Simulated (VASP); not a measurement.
Write the native input for VASP 6.6.1 that does the following.

```
Task                   : single point
Functional             : PBEsol
Potentials or basis    : VASP PAW PBE potentials, release 64 (Sb)
Cutoff                 : 520 eV
k mesh                 : 18 × 18 × 10
Occupations            : gaussian, width 0.1 eV
Spin                   : no spin polarisation
Dipole correction      : no
Further INCAR settings : ALGO = Normal; EDIFF = 1e-07; NBANDS = 12
```

The structure of Sb lies in POSCAR:

```
Sb
1.0
    3.3159229828      0.0000000000      0.0000000000
   -1.6579614914      2.8716735401      0.0000000000
    0.0000000000      0.0000000000      5.4918213987
Sb
2
Direct
    0.3333333333      0.6666666667      0.2500000000
    0.6666666667      0.3333333333      0.7500000000
```

These files were run (other wordings do the same):

INCAR

```
PREC = Accurate
ENCUT = 520
EDIFF = 1E-7
ISMEAR = 0
SIGMA = 0.1
LREAL = F
LASPH = T
NELM = 100
ALGO = Normal
ISIF = 2
LWAVE = F
LCHARG = F
GGA = PS
NBANDS = 12
```

KPOINTS

```
Automatic mesh
0
Gamma
  18 18 10
```

Potentials or basis: VASP PAW PBE potentials, release 64 (Sb).

Launch:

```sh
$ cat potpaw_PBE.64/Sb/POTCAR > POTCAR
$ mpirun -np 1 vasp_std > vasp.out
```

Results of the run:

```yaml
Pressure: 0.0 GPa
Band_gap_on_the_k_mesh: zero (band 5 reaches 13.45 eV, above the bottom of band 6 at 5.39 eV)
```

Caveat: the PAW data sets were made with another functional, which shifts forces and pressure a little; spin-orbit coupling is left out, which moves the levels of the heavy elements.

It took 62 s on 1 thread of Intel(R) Xeon(R) Platinum 8488C (Sapphire Rapids) (shared host), peak memory 0.26 GiB.
